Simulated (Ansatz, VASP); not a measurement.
## Rh in VASP and in Ansatz

INCAR

```
PREC = Accurate ; ENCUT = 500
EDIFF = 1E-6 ; ISMEAR = 0
SIGMA = 0.1 ; LREAL = False
LASPH = True ; NELM = 120
ALGO = Normal ; ISIF = 2
LWAVE = False ; LCHARG = False
GGA = PS ; NBANDS = 22
GGA_COMPAT = False
```

Contents of KPOINTS:

```
Automatic mesh
0
Gamma
  8 8 8
```

POSCAR

```
Rh
1.0
   -2.3493979282      2.3493979282      1.2816399384
    2.3493979282     -2.3493979282      1.2816399384
    2.3493979282      2.3493979282     -1.2816399384
Rh
2
Direct
    0.0000000000      0.0000000000      0.0000000000
    0.7500000000      0.2500000000      0.5000000000
```

Input for Ansatz:

```yaml
crystal:
  lattice:
    - [-2.3493979282, 2.3493979282, 1.2816399384]
    - [2.3493979282, -2.3493979282, 1.2816399384]
    - [2.3493979282, 2.3493979282, -1.2816399384]
  atoms:
    - { symbol: Rh, position: [0.0, 0.0, 0.0] }
    - { symbol: Rh, position: [0.75, 0.25, 0.5] }
basis:
  ecutwfc: 420
kpoints:
  mp_grid: { grid: [8, 8, 8] }
hamiltonian:
  xc: pbesol
scf:
  occupations: { method: gaussian, width: 0.1 }
  lower_state_search: "off"
output:
  forces: true
  stress: true
  eigenvalues: true
```

Alike in both runs: task single point; functional PBEsol; k mesh 8 × 8 × 8; occupations gaussian, width 0.1 eV; no spin polarisation.

|  | VASP | Ansatz |
| --- | --- | --- |
| version | VASP 6.6.1 | Ansatz 0.2.0 |
| potentials or method | VASP PAW PBE potentials, release 64 (Rh_pv), cutoff 500 eV | scalar-relativistic, plane waves, PAW |
| valence electrons in the cell | 30 | 34 |

```tsv
	VASP	Ansatz	Ansatz less VASP
gap on the k mesh at the Fermi level (eV)	none	none	-
pressure (GPa)	15.0	14.9	-0.09
traceless stress, the component that is largest in VASP (GPa)	8.31	8.40	+0.087
```

VASP's potentials were made for PBE, not for PBEsol. A gap of «none» marks a metal or a gap that the smearing closes. With one functional, cell and mesh, what is left measures potentials, basis and numerics. VASP's potentials hold 30 valence electrons a cell and Ansatz's 34, so a difference there can come from the potentials and not from the codes.
